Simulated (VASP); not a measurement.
Input of a VASP 6.6.1 run:

File INCAR:

```
ALGO = Normal ; EDIFF = 1E-6
ENCUT = 520 ; GGA = PS
ISIF = 2 ; ISMEAR = 0
LASPH = T ; LCHARG = T
LELF = T ; LREAL = F
LVHAR = T ; LWAVE = F
NBANDS = 13 ; NELM = 100
PREC = Accurate ; SIGMA = 0.15
```

KPOINTS

```
k-points
0
Gamma
  18 18 18
```

Contents of POSCAR:

```
Mo
1.0
    2.7765430532      0.0000000000      0.0000000000
   -1.3882715266      2.4045568187      0.0000000000
    0.0000000000      0.0000000000      2.5168529895
Mo
1
Direct
    0.0000000000      0.0000000000      0.5000000000
```

Potentials or basis: VASP PAW PBE potentials, release 64 (Mo_sv).

Run with:

```bash
$ cat potpaw_PBE.64/Mo_sv/POTCAR > POTCAR
$ mpirun -np 1 vasp_std > vasp.out
```

What does it give for the band gap on the k mesh?

Zero (band 7 reaches 12.06 eV, above the bottom of band 8 at 10.28 eV).

What does it give for the pressure?

-6.3 GPa.

Stress tensor (GPa, compression positive):
```
-6.82  0.00  0.00
 0.00 -6.82  0.00
 0.00  0.00 -5.28
```

Caveat: the cell differs from its parent crystal (strain +0.015 along x and y, -0.015 along z); the PAW data sets were made with another functional, which shifts forces and pressure a little.
